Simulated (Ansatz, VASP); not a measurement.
CuO in VASP and in Ansatz

```xyz
8
Lattice="-2.3418 1.7113 0.0000 0.8500 0.0000 -5.0579 -2.3418 -5.1339 0.0000" Properties=species:S:1:pos:R:3 pbc="T T T"
Cu   -1.1500   -0.8247   -0.0030
Cu   -3.4919   -2.5360   -0.0030
Cu   -3.0669   -0.8247   -2.5320
Cu   -3.0669   -4.2473   -2.5320
O    -1.6834   -0.2483   -3.7964
O    -1.6834   -3.6709   -3.7964
O    -2.1084    0.3103   -1.2675
O    -2.2756   -3.3602   -1.2432
```

Alike in both runs: functional r2SCAN; k mesh 9 × 5 × 5; occupations fermi-dirac, width 0.05 eV; no spin polarisation; Hubbard terms Cu d U = 5.3 eV.

|  | VASP | Ansatz |
| --- | --- | --- |
| version | VASP 6.6.1 | Ansatz 0.2.0 |
| potentials or method | VASP PAW PBE potentials, release 64 (Cu, O) | Ansatz PAW |
| plane-wave cutoff (eV) | 520 | 500 |
| valence electrons in the cell | 68 | 100 |
| task | single point | band structure |

|  | VASP | Ansatz | Ansatz less VASP |
| --- | --- | --- | --- |
| gap on the k mesh at the Fermi level (eV) | none | none | - |
| pressure (GPa) | -1.3 | 4.3 | +5.66 |
| traceless stress, the component that is largest in VASP (GPa) | 2.52 | 2.20 | -0.311 |
| rms of the force components (eV/Å) | 0.704 | 0.775 | +0.0704 |

VASP's potentials were made for PBE, not for r2SCAN. The programs project onto different local orbitals, so the same U acts differently, and such runs can settle in different states. Atom by atom the forces differ by 0.098 eV/Å (rms over components). A gap of «none» marks a metal or a gap that the smearing closes. VASP's potentials hold 68 valence electrons a cell and Ansatz's 100, so a difference there can come from the potentials and not from the codes.
